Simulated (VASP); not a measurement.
**TiAl3: single point with PBEsol**

TiAl3:

```xyz
4
Lattice="3.8931 -0.1891 -0.0366 -0.1891 3.9167 0.1463 -0.0366 0.1463 3.9900" Properties=species:S:1:pos:R:3 pbc="T T T"
Ti   -0.0412    0.0206   -0.0153
Al    1.8557    1.8732    0.0600
Al    1.9332   -0.0185    2.0052
Al   -0.0803    1.9985    2.0498
```

This cell differs from its parent crystal: atoms moved at random and the cell strained at random.

```
Program             : VASP 6.6.1
Task                : single point
Functional          : PBEsol
Potentials or basis : VASP PAW PBE potentials, release 64 (Ti_sv, Al)
Cutoff              : 500 eV
k mesh              : 12 × 12 × 12
Occupations         : gaussian, width 0.15 eV
Spin                : no spin polarisation
```

```yaml
Pressure: 4.1 GPa
Largest_force: 0.591 eV/Å
Band_gap_on_the_k_mesh: zero (an odd number of electrons rules out a gap without spin polarisation)
```

Forces in eV/Å, atoms in the order of the input:
```
Ti   0.471 -0.170  0.314
Al  -0.131 -0.122 -0.010
Al  -0.183 -0.005 -0.288
Al  -0.156  0.297 -0.016
```

Stress tensor (GPa, compression positive):
```
 5.30  9.27  1.47
 9.27  5.92 -6.08
 1.47 -6.08  1.10
```

Levels at points of the mesh, in eV from the Fermi level:
| k point | band 7 | band 8 | band 9 | band 10 | band 11 | band 12 | band 13 | band 14 |
| --- | --- | --- | --- | --- | --- | --- | --- | --- |
| (0.00, 0.00, 0.00) | -2.98 | -2.48 | -2.11 | -1.70 | 0.03 | 0.08 | 0.16 | 0.88 |
| (0.50, 0.00, 0.00) | -2.50 | -2.34 | -2.03 | 0.29 | 0.30 | 0.64 | 0.99 | 1.13 |
| (0.00, 0.50, 0.00) | -2.52 | -2.35 | -1.98 | 0.06 | 0.37 | 0.42 | 1.05 | 1.37 |
| (0.50, 0.50, 0.00) | -5.46 | -5.02 | -1.61 | -1.18 | 0.52 | 0.86 | 1.03 | 1.21 |
| (0.00, 0.00, 0.50) | -2.41 | -2.16 | -1.99 | 0.27 | 0.47 | 0.86 | 0.94 | 1.24 |
| (0.50, 0.00, 0.50) | -6.04 | -5.06 | -1.45 | -1.22 | 0.83 | 0.87 | 0.91 | 1.22 |
| (0.00, 0.50, 0.50) | -5.74 | -5.05 | -1.44 | -1.11 | 0.72 | 0.92 | 1.10 | 1.16 |
| (0.50, 0.50, 0.50) | -5.06 | -4.54 | -3.98 | -3.44 | -2.90 | 0.25 | 1.17 | 1.26 |

Wall time 13 min on 1 thread of Oxide Virtual Turin-like Processor, with other jobs on the host, peak memory 0.8 GiB.

Caveat: the cell differs from its parent crystal (atoms moved at random and the cell strained at random); the cell stands under pressure; the PAW data sets were made with another functional, which shifts forces and pressure a little.
